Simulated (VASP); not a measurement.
**Ag: single point with r2SCAN**

Ag:

```
CELL_PARAMETERS angstrom
0.00000 2.20655 1.87965
2.20655 0.00000 1.87965
2.20655 2.20655 0.00000
ATOMIC_POSITIONS crystal
Ag 0.00000 0.00000 0.00000
```

This cell differs from its parent crystal: strain +0.080 along x and y, -0.080 along z.

- Program: VASP 6.6.1
- Task: single point
- Functional: r2SCAN
- Potentials or basis: VASP PAW PBE potentials, release 64 (Ag)
- Cutoff: 520 eV
- k mesh: 20 × 20 × 20
- Occupations: gaussian, width 0.15 eV
- Spin: no spin polarisation

```yaml
Pressure: -4.5 GPa
Band_gap_on_the_k_mesh: zero (an odd number of electrons rules out a gap without spin polarisation)
```

Stress tensor (GPa, compression positive):
```
-5.10  0.00  0.00
 0.00 -5.10  0.00
 0.00  0.00 -3.29
```

Levels at points of the mesh, in eV from the Fermi level:
```csv
k point,band 4,band 5,band 6,band 7,band 8,band 9
"(0.00, 0.00, 0.00)",-4.45,-4.32,-3.66,16.87,19.21,19.21
"(0.50, 0.00, 0.00)",-3.48,-3.04,-0.07,3.44,14.80,16.07
"(0.50, 0.50, 0.00)",-3.04,-3.04,3.86,8.93,8.93,9.20
"(0.50, 0.00, 0.50)",-3.39,-2.86,0.97,5.18,11.85,12.06
```

Wall time 2.1 min on 1 thread of Intel(R) Xeon(R) 6975P-C (Granite Rapids) (shared host), peak memory 0.25 GiB.

Caveat: the cell differs from its parent crystal (strain +0.080 along x and y, -0.080 along z); the cell stands under tension; the PAW data sets were made with another functional, which shifts forces and pressure a little.
